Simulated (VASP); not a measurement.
# TiO2 (I4_1/amd) in VASP: a series of runs

The runs below take TiO2 through single point, with LDA, BLYP.

All numbers are computed with VASP 6.6.1; they aren't measurements. Logs are shortened: lines on timing, memory, paths and dates and some standing lists are left out, and cuts for length are marked.

### Step 1. The cell of the first run

Symmetry: I4_1/amd, No. 141, tetragonal system. Conventional cell: a = 3.707 Å, b = 3.707 Å, c = 9.320 Å, α = 90.00°, β = 90.00°, γ = 90.00°. Ti (site symmetry -4m2) has 6 O at 1.89 to 1.94 Å within 2.5 Å. Within 2.5 Å of O (site symmetry 2mm) lie 3 Ti at 1.89 to 1.94 Å and 2 O at 2.42 Å.

### Step 2. Single point, LDA

Input file INCAR:

```
ALGO = Normal ; EDIFF = 1E-7
ENCUT = 520 ; GGA = CA
ISIF = 2 ; ISMEAR = -1
LASPH = True ; LCHARG = False
LREAL = False ; LWAVE = False
NBANDS = 33 ; NELM = 60
PREC = Accurate ; SIGMA = 0.05
```

Input file KPOINTS:

```
k-points
0
Gamma
  10 10 10
```

Input file POSCAR:

```
TiO2
1.0
   -1.8534748763      1.8534748763      4.6601849950
    1.8534748763     -1.8534748763      4.6601849950
    1.8534748763      1.8534748763     -4.6601849950
Ti O
2 4
Direct
    0.7500000000      0.2500000000      0.5000000000
    0.0000000000      0.0000000000      0.0000000000
    0.7919000000      0.7919000000      0.0000000000
    0.5419000000      0.0419000000      0.5000000000
    0.9581000000      0.4581000000      0.5000000000
    0.2081000000      0.2081000000      0.0000000000
```

Potentials or basis: VASP PAW LDA potentials, release 64 (Ti_sv, O).

Launch:

```sh
$ cat potpaw_LDA.64/Ti_sv/POTCAR potpaw_LDA.64/O/POTCAR > POTCAR
$ mpirun -np 1 vasp_std > vasp.out
```

OUTCAR:

```text
EDIFF = 1E-7
   ENCUT = 520
   GGA = CA
   ISIF = 2
   ISMEAR = -1
   LASPH = True
   LREAL = False
   NELM = 60
   PREC = Accurate

 ion  position               nearest neighbor table
   1  0.750  0.250  0.500-   3 1.89   6 1.89   3 1.89   6 1.89   5 1.94   4 1.94
   2  0.000  0.000  0.000-   4 1.89   5 1.89   4 1.89   5 1.89   3 1.94   6 1.94
   3  0.792  0.792  0.000-   1 1.89   1 1.89   2 1.94
   4  0.542  0.042  0.500-   2 1.89   2 1.89   1 1.94
   5  0.958  0.458  0.500-   2 1.89   2 1.89   1 1.94
   6  0.208  0.208  0.000-   1 1.89   1 1.89   2 1.94

  LATTYP: Found a body centered tetragonal cell.
 ALAT       =     3.7069497526
 C/A-ratio  =     2.5142962846

  Lattice vectors:

 A1 = (  -1.8534748763,   1.8534748763,   4.6601849950)
 A2 = (   1.8534748763,  -1.8534748763,   4.6601849950)
 A3 = (   1.8534748763,   1.8534748763,  -4.6601849950)

Analysis of symmetry for initial positions (statically):
=====================================================================
 Subroutine PRICEL returns:
 Original cell was already a primitive cell.

 Routine SETGRP: Setting up the symmetry group for a
 body centered tetragonal supercell.

 Subroutine GETGRP returns: Found 16 space group operations
 (whereof  8 operations were pure point group operations)
 out of a pool of 16 trial point group operations.

The static configuration has the point symmetry D_2d.
 The point group associated with its full space group is D_4h.

Analysis of symmetry for dynamics (positions and initial velocities):
=====================================================================
 Subroutine PRICEL returns:
 Original cell was already a primitive cell.

 Routine SETGRP: Setting up the symmetry group for a
 body centered tetragonal supercell.

 Subroutine GETGRP returns: Found 16 space group operations
 (whereof  8 operations were pure point group operations)
 out of a pool of 16 trial point group operations.

The dynamic configuration has the point symmetry D_2d.
 The point group associated with its full space group is D_4h.

 Subroutine INISYM returns: Found 16 space group operations
 (whereof  8 operations are pure point group operations),
 and found     1 'primitive' translations

----------------------------------------------------------------------------------------

                                     Primitive cell

  volume of cell :      64.0378

  direct lattice vectors                    reciprocal lattice vectors
    -1.853474876  1.853474876  4.660184995     0.000000000  0.269763570  0.107291878
     1.853474876 -1.853474876  4.660184995     0.269763570  0.000000000  0.107291878
     1.853474876  1.853474876 -4.660184995     0.269763570  0.269763570  0.000000000

  length of vectors
     5.346780566  5.346780566  5.346780566     0.290316949  0.290316949  0.381503300

  position of ions in fractional coordinates (direct lattice)
     0.750000000  0.250000000  0.500000000
     0.000000000  0.000000000  0.000000000
     0.791900000  0.791900000  0.000000000
     0.541900000  0.041900000  0.500000000
     0.958100000  0.458100000  0.500000000
     0.208100000  0.208100000  0.000000000

  ion indices of the primitive-cell ions
   primitive index   ion index
                 1           1
                 2           2
                 3           3
                 4           4
                 5           5
                 6           6

----------------------------------------------------------------------------------------

 KPOINTS: k-points

Automatic generation of k-mesh.
 Grid dimensions read from file:
 generate k-points for:   10   10   10

 Generating k-lattice:

  Cartesian coordinates                     Fractional coordinates (reciprocal lattice)
     0.000000000  0.026976357  0.010729188     0.100000000  0.000000000 -0.000000000
     0.026976357  0.000000000  0.010729188     0.000000000  0.100000000 -0.000000000
     0.026976357  0.026976357  0.000000000     0.000000000  0.000000000  0.100000000

  Length of vectors
     0.029031695  0.029031695  0.038150330

  Shift w.r.t. Gamma in fractional coordinates (k-lattice)
     0.000000000  0.000000000  0.000000000

 Subroutine IBZKPT returns following result:
 ===========================================

 Found    102 irreducible k-points:

 Following reciprocal coordinates:
            Coordinates               Weight
  0.000000  0.000000  0.000000      1.000000
  0.100000  0.000000  0.000000      8.000000
  0.200000  0.000000  0.000000      8.000000
  0.300000  0.000000 -0.000000      8.000000
  0.400000  0.000000  0.000000      8.000000
  0.500000 -0.000000  0.000000      4.000000
[... 16 lines left out ...]
  0.300000  0.300000 -0.000000      8.000000
  0.400000  0.300000 -0.000000     16.000000
 [... further k-points ...]
   k-points           NKPTS =    102   k-points in BZ     NKDIM =    102   number of bands    NBANDS=     33
   number of dos      NEDOS =    301   number of ions     NIONS =      6
   total plane-waves  NPLWV =  64000
   dimension x,y,z NGX =    40 NGY =   40 NGZ =   40
   dimension x,y,z NGXF=    80 NGYF=   80 NGZF=   80
   ions per type =               2   4
   NGX,Y,Z   is equivalent  to a cutoff of  12.44, 12.44, 12.44 a.u.
   NGXF,Y,Z  is equivalent  to a cutoff of  24.87, 24.87, 24.87 a.u.
 SYSTEM =  unknown system
   PREC   = accura    normal or accurate (medium, high low for compatibility)
   ISTART =      0    job   : 0-new  1-cont  2-samecut
   ICHARG =      2    charge: 1-file 2-atom 10-const
   ISPIN  =      1    spin polarized calculation?
   LNONCOLLINEAR =      F non collinear calculations
   LSORBIT =      F    spin-orbit coupling
   LASPH  =      T    aspherical Exc in radial PAW
   ENCUT  =  520.0 eV  38.22 Ry    6.18 a.u.   9.94  9.94  9.94*2*pi/ulx,y,z
   NELM   =     60;   NELMIN=  2; NELMDL= -5     # of ELM steps
   EDIFF  = 0.1E-06   stopping-criterion for ELM
   LREAL  =      F    real-space projection
   EDIFFG = 0.1E-05   stopping-criterion for IOM
   NSW    =      0    number of steps for IOM
   IBRION =     -1    ionic relax: 0-MD 1-quasi-New 2-CG
   NFREE  =      0    steps in history (QN), initial steepest desc. (CG)
   ISIF   =      2    stress and relaxation
   ISYM   =      2    0-nonsym 1-usesym 2-fastsym
   POTIM  = 0.5000    time-step for ionic-motion
   TEBEG  =    0.0;   TEEND  =   0.0 temperature during run
   PSTRESS=    0.0 pullay stress
   NELECT =      48.0000    total number of electrons
   NUPDOWN=      -1.0000    fix difference up-down
   EMIN   =  10.00;   EMAX   =-10.00  energy-range for DOS
   EFERMI =   0.00;   METHOD = LEGACY
   ISMEAR =    -1;   SIGMA  =   0.05  broadening in eV -4-tet -1-fermi 0-gaus
   EFERMI_NEDOS =   21; number of points for ismear=-14 and -15
   IALGO  =     38    algorithm
   IMIX   =      4    mixing-type and parameters
     AMIX     =   0.40;   BMIX     =  1.00
     AMIX_MAG =   1.60;   BMIX_MAG =  1.00
  volume/ion in A,a.u.               =      10.67        72.02
  Fermi-wavevector in a.u.,A,eV,Ry     =   1.487110  2.810230 30.089227  2.211496
  Thomas-Fermi vector in A             =   2.600312
   LORBIT       =      0    0 simple, 1 ext, 2 COOP (PROOUT), +10 PAW based schemes
   GGA     = CA    functional components
   LHFCALC =     F    Hartree Fock is set to
   AEXX    =    0.0000 exact exchange contribution
   IVDW    =     0    specifies the selected vdW correction
   LEPSILON=     F    determine dielectric tensor
   LRPA    =     F    only Hartree local field effects (RPA)
 non-spin polarized calculation
  energy-cutoff  :      520.00
  volume of cell :       64.04
 maximum number of plane-waves:      1742
   NGX = 19   NGY = 19   NGZ = 19

 number of electron      48.0000003 magnetization

 Free energy of the ion-electron system (eV)
  ---------------------------------------------------
  ext. energy  EPLUGINS =         0.00000000
  ---------------------------------------------------
  free energy    TOTEN  =       -58.76310253 eV

  energy without entropy =      -58.76310253  energy(sigma->0) =      -58.76310253

 E-fermi :   4.7113     XC(G=0): -11.6595

 val. band max:        3.6624414180   @ k =  -0.4000   0.4000   0.0000
 cond. band min:       5.7931143921   @ k =   0.0000   0.0000   0.0000
 fundamental gap:      2.1306729741
 Fermi energy:         4.7113351601

 k-point     1 :       0.0000    0.0000    0.0000
  band No.  band energies     occupation
      1     -51.7464      2.00000
      2     -51.6592      2.00000
      3     -28.7365      2.00000
      4     -28.4174      2.00000
      5     -28.4174      2.00000
      6     -28.3218      2.00000
[... 25 lines left out ...]
     32       9.5564      0.00000
     33      10.0144      0.00000

 k-point     2 :       0.1000    0.0000    0.0000
  band No.  band energies     occupation
      1     -51.7445      2.00000
      2     -51.6605      2.00000
      3     -28.7328      2.00000
      4     -28.4351      2.00000
      5     -28.4187      2.00000
      6     -28.3290      2.00000
[... 25 lines left out ...]
     32       9.6273      0.00000
     33       9.8760      0.00000

 k-point     3 :       0.2000    0.0000    0.0000
  band No.  band energies     occupation
      1     -51.7392      2.00000
      2     -51.6642      2.00000
      3     -28.7233      2.00000
      4     -28.4795      2.00000
      5     -28.4219      2.00000
      6     -28.3460      2.00000
[... 25 lines left out ...]
     32       9.9441      0.00000
     33      10.3282      0.00000

 k-point     4 :       0.3000    0.0000   -0.0000
  band No.  band energies     occupation
      1     -51.7317      2.00000
      2     -51.6696      2.00000
      3     -28.7121      2.00000
      4     -28.5329      2.00000
      5     -28.4253      2.00000
      6     -28.3617      2.00000
[... 673 lines left out ...]
     32      10.7502      0.00000
     33      10.8994      0.00000

 k-point    23 :       0.3000    0.3000   -0.0000
  band No.  band energies     occupation
      1     -51.7135      2.00000
      2     -51.6834      2.00000
      3     -28.6772      2.00000
      4     -28.6025      2.00000
      5     -28.4788      2.00000
      6     -28.4152      2.00000
[... 25 lines left out ...]
     32      10.7802      0.00000
     33      11.5930      0.00000

 k-point    24 :       0.4000    0.3000   -0.0000
  band No.  band energies     occupation
      1     -51.7080      2.00000
      2     -51.6872      2.00000
      3     -28.6818      2.00000
      4     -28.6309      2.00000
      5     -28.4812      2.00000
      6     -28.4369      2.00000
[... 25 lines left out ...]
     32      10.7807      0.00000
     33      11.6729      0.00000

 [... further k-points ...]

------------------------ aborting loop because EDIFF is reached ----------------------------------------

  FORCE on cell =-STRESS in cart. coord.  units (eV):
  Direction    XX          YY          ZZ          XY          YZ          ZX
  --------------------------------------------------------------------------------------
  -------------------------------------------------------------------------------------
  Total        3.5380052      3.5380052      4.2891808      0.0000000      0.0000000      0.0000000
  in kB       88.5181836     88.5181836    107.3120237      0.0000000      0.0000000      0.0000000
  external PRESSURE =      94.7827970 kB  Pullay stress =       0.0000000 kB

 VOLUME and BASIS-vectors are now :
 -----------------------------------------------------------------------------
  energy-cutoff  :      520.00
  volume of cell :       64.04
      direct lattice vectors                 reciprocal lattice vectors
    -1.853474876  1.853474876  4.660184995     0.000000000  0.269763570  0.107291878
     1.853474876 -1.853474876  4.660184995     0.269763570  0.000000000  0.107291878
     1.853474876  1.853474876 -4.660184995     0.269763570  0.269763570  0.000000000

 POSITION                                       TOTAL-FORCE (eV/Angst)
 -----------------------------------------------------------------------------------
      0.00000      1.85347      2.33009         0.000000      0.000000      0.000000
      0.00000      0.00000      0.00000         0.000000      0.000000      0.000000
      0.00000      0.00000      7.38080        -0.000000     -0.000000     -0.308956
      0.00000      1.85347      0.39052        -0.000000     -0.000000     -0.308956
      0.00000      1.85347      4.26966         0.000000      0.000000      0.308956
      0.00000      0.00000      1.93957        -0.000000     -0.000000      0.308956
 -----------------------------------------------------------------------------------
    total drift:                                0.000000      0.000000     -0.000000

  FREE ENERGIE OF THE ION-ELECTRON SYSTEM (eV)
  ---------------------------------------------------
  free  energy   TOTEN  =       -58.7631025273 eV

  energy  without entropy=      -58.7631025272  energy(sigma->0) =      -58.76310253
```

Run time: 2.8 min. Hardware: 1 thread of Intel Xeon 6975P-C (Granite Rapids), shared host; peak memory 0.31 GiB.

Results:

| Item | Value |
| --- | --- |
| Free energy | -58.7631 eV |
| Pressure | 9.5 GPa |
| Largest force | 0.309 eV/Å |
| Band gap on the k mesh | 2.13 eV (least direct gap 2.46 eV) |

Forces in eV/Å, atoms in the order of the input:
```
Ti   0.000  0.000  0.000
Ti   0.000  0.000  0.000
O    0.000  0.000 -0.309
O    0.000  0.000 -0.309
O    0.000  0.000  0.309
O    0.000  0.000  0.309
```

Levels at points of the mesh, in eV from the valence-band top:
```csv
k point,band 22,band 23,band 24,band 25,band 26,band 27
"(0.00, 0.00, 0.00)",-0.70,-0.53,-0.53,2.13,3.00,4.28
"(0.50, 0.00, 0.00)",-1.08,-0.74,-0.63,3.42,3.79,3.82
"(0.50, 0.50, 0.00)",-2.22,-0.03,-0.03,3.57,3.57,4.12
"(0.50, 0.50, 0.50)",-1.27,-0.08,-0.08,2.55,2.55,4.04
```

Caveat: the cell stands under pressure. A k mesh can miss the band edges.

### Step 3. Single point, BLYP

This run uses another cell than the first one, of 10.90 Å³/atom.

Input file INCAR:

```
SYSTEM = TiO2
PREC = Accurate
ENCUT = 520
EDIFF = 1E-7
ISMEAR = -1
SIGMA = 0.05
LREAL = .False.
LASPH = .True.
NELM = 60
ALGO = Normal
ISIF = 2
LWAVE = .False.
LCHARG = .False.
GGA = B5
ALDAX = 1.0
AGGAX = 1.0
AGGAC = 1.0
ALDAC = 0.0
NBANDS = 33
```

Input file KPOINTS:

```
regular mesh
0
Gamma
  10 10 10
  0 0 0
```

POSCAR, as its differences from that of step 2:

```diff
@@ -2,5 +2,5 @@
 1.0
-   -1.8534748763      1.8534748763      4.6601849950
-    1.8534748763     -1.8534748763      4.6601849950
-    1.8534748763      1.8534748763     -4.6601849950
+   -1.8665279463      1.8665279463      4.6930042805
+    1.8665279463     -1.8665279463      4.6930042805
+    1.8665279463      1.8665279463     -4.6930042805
 Ti O
```

Potentials or basis: VASP PAW PBE potentials, release 64 (Ti_sv, O).

Launch:

```sh
$ cat potpaw_PBE.64/Ti_sv/POTCAR potpaw_PBE.64/O/POTCAR > POTCAR
$ mpirun -np 1 vasp_std > vasp.out
```

It took 3.1 min on 1 thread of Intel Xeon 6975P-C (Granite Rapids), shared host; peak memory 0.35 GiB.

Results (log left out):

```
Free energy            : -51.3557 eV
Pressure               : 22.0 GPa
Largest force          : 0.488 eV/Å
Band gap on the k mesh : 2.20 eV (least direct gap 2.53 eV)
```

Forces on the atoms (eV/Å):
```
Ti   0.000  0.000  0.000
Ti   0.000  0.000  0.000
O    0.000  0.000 -0.488
O    0.000  0.000 -0.488
O    0.000  0.000  0.488
O    0.000  0.000  0.488
```

Stress tensor (GPa, compression positive):
```
21.10  0.00  0.00
 0.00 21.10  0.00
 0.00  0.00 23.78
```

Levels at points of the mesh, in eV from the valence-band top:
| k point | band 21 | band 22 | band 23 | band 24 | band 25 | band 26 | band 27 | band 28 |
| --- | --- | --- | --- | --- | --- | --- | --- | --- |
| (0.00, 0.00, 0.00) | -0.72 | -0.72 | -0.50 | -0.50 | 2.20 | 2.98 | 4.19 | 4.19 |
| (0.50, 0.00, 0.00) | -2.00 | -1.00 | -0.77 | -0.63 | 3.38 | 3.72 | 3.74 | 3.84 |
| (0.50, 0.50, 0.00) | -2.11 | -2.11 | -0.02 | -0.02 | 3.51 | 3.51 | 4.01 | 4.01 |
| (0.50, 0.50, 0.50) | -1.25 | -1.25 | -0.10 | -0.10 | 2.57 | 2.57 | 3.95 | 3.95 |

Caveat: the cell stands under pressure; the PAW data sets were made with another functional, which shifts forces and pressure a little. A k mesh can miss the band edges.

### Step 4. Single point, LDA

This run uses another cell than the first one, of 10.90 Å³/atom.

INCAR, as its differences from that of step 3:

```diff
@@ -13,7 +13,2 @@
 LCHARG = .False.
-GGA = B5
-ALDAX = 1.0
-AGGAX = 1.0
-AGGAC = 1.0
-ALDAC = 0.0
 NBANDS = 33
```

Input file KPOINTS:

```
Automatic mesh
0
Gamma
  10 10 10
  0 0 0
```

POSCAR is that of step 3.

Potentials or basis: VASP PAW LDA potentials, release 64 (Ti_sv, O).

Launch:

```sh
$ cat potpaw_LDA.64/Ti_sv/POTCAR potpaw_LDA.64/O/POTCAR > POTCAR
$ mpirun -np 1 vasp_std > vasp.out
```

Run time: 2.8 min. Hardware: 1 thread of Intel Xeon 6975P-C (Granite Rapids), shared host; peak memory 0.31 GiB.

Results (log left out):

- Free energy: -58.8217 eV
- Pressure: 3.9 GPa
- Largest force: 0.166 eV/Å
- Band gap on the k mesh: 2.09 eV (least direct gap 2.43 eV)

Forces on the atoms (eV/Å):
```
Ti   0.000  0.000  0.000
Ti   0.000  0.000  0.000
O    0.000  0.000 -0.166
O    0.000  0.000 -0.166
O    0.000  0.000  0.166
O    0.000  0.000  0.166
```

Stress tensor (GPa, compression positive):
```
3.42 0.00 0.00
0.00 3.42 0.00
0.00 0.00 4.95
```

Levels at points of the mesh, in eV from the valence-band top:
```csv
k point,band 21,band 22,band 23,band 24,band 25,band 26,band 27,band 28
"(0.00, 0.00, 0.00)",-0.72,-0.72,-0.51,-0.51,2.09,2.92,4.15,4.15
"(0.50, 0.00, 0.00)",-2.06,-1.04,-0.78,-0.63,3.33,3.68,3.71,3.83
"(0.50, 0.50, 0.00)",-2.18,-2.18,-0.03,-0.03,3.47,3.47,4.00,4.00
"(0.50, 0.50, 0.50)",-1.27,-1.27,-0.09,-0.09,2.49,2.49,3.93,3.93
```

Caveat: the cell stands under pressure. Expect the measured gap to be larger: semilocal functionals such as LDA lack the derivative discontinuity.

### Step 5. Summary

| level | potentials or basis | cell | gap on the mesh (eV) | pressure (GPa) | largest force (eV/Å) |
| --- | --- | --- | --- | --- | --- |
| LDA | VASP PAW LDA potentials, release 64 (Ti_sv, O) | a = 5.347 Å, angles 139.4, 139.4, 58.7°, 6 atoms | 2.13 | 9.5 | 0.31 |
| BLYP | VASP PAW PBE potentials, release 64 (Ti_sv, O) | a = 5.384 Å, angles 139.4, 139.4, 58.7°, 6 atoms | 2.20 | 22.0 | 0.49 |
| LDA | VASP PAW LDA potentials, release 64 (Ti_sv, O) | a = 5.384 Å, angles 139.4, 139.4, 58.7°, 6 atoms | 2.09 | 3.9 | 0.17 |

Alike in all rows: task single point; no spin polarisation; k mesh 10 × 10 × 10; cutoff (eV) 520; smearing fermi-dirac 0.05 eV.

Caveats: the cell stands under pressure; the PAW data sets were made with another functional, which shifts forces and pressure a little (at least some runs).

Absolute energies hang on the potentials; compare differences alone.
